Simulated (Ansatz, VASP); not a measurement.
**Si: VASP beside Ansatz**

The input INCAR:

```
PREC = Accurate
ENCUT = 520
EDIFF = 1E-7
ISMEAR = -1
SIGMA = 0.08
LREAL = False
LASPH = True
NELM = 60
ALGO = Normal
ISIF = 2
LWAVE = False
LCHARG = False
GGA = PE
NBANDS = 11
```

The input KPOINTS:

```
Automatic mesh
0
Gamma
  11 11 11
```

File POSCAR:

```
Si
1.0
    0.0000000000      2.7244915613      2.7244915613
    2.7244915613      0.0000000000      2.7244915613
    2.7244915613      2.7244915613      0.0000000000
Si
2
Direct
    0.5000000000      0.5000000000      0.5000000000
    0.7500000000      0.7500000000      0.7500000000
```

Input for Ansatz:

```yaml
crystal:
  lattice:
    - [0.0, 2.7244915613, 2.7244915613]
    - [2.7244915613, 0.0, 2.7244915613]
    - [2.7244915613, 2.7244915613, 0.0]
  atoms:
    - { symbol: Si, position: [0.5, 0.5, 0.5] }
    - { symbol: Si, position: [0.75, 0.75, 0.75] }
kpoints:
  mp_grid: { grid: [11, 11, 11] }
  band_path:
    path:
      - [0.0, 0.0, 0.0]
      - [0.5, 0.0, 0.5]
      - [0.625, 0.25, 0.625]
      - [0.375, 0.375, 0.75]
      - [0.0, 0.0, 0.0]
      - [0.5, 0.5, 0.5]
      - [0.5, 0.25, 0.75]
      - [0.5, 0.0, 0.5]
    npoints: 5
scf:
  occupations: { method: fermi_dirac, width: 0.08 }
hamiltonian:
  xc: pbe
  pseudopotentials: { kind: all_electron, lapw: { basis_error: 0.00025 } }
output:
  forces: true
  stress: true
  eigenvalues: true
```

Change from the starting cell: volume scaled by 1.01.

Alike in both runs: task single point; functional PBE; k mesh 11 × 11 × 11; occupations fermi-dirac, width 0.08 eV; no spin polarisation.

|  | VASP | Ansatz |
| --- | --- | --- |
| version | VASP 6.6.1 | Ansatz 0.2.0 |
| potentials or method | VASP PAW PBE potentials, release 64 (Si), cutoff 520 eV | all-electron LAPW, scalar-relativistic |

|  | VASP | Ansatz | Ansatz less VASP |
| --- | --- | --- | --- |
| pressure (GPa) | 1.0 | 1.0 | +0.05 |

Ansatz ran all-electron here, and VASP with PAW potentials.
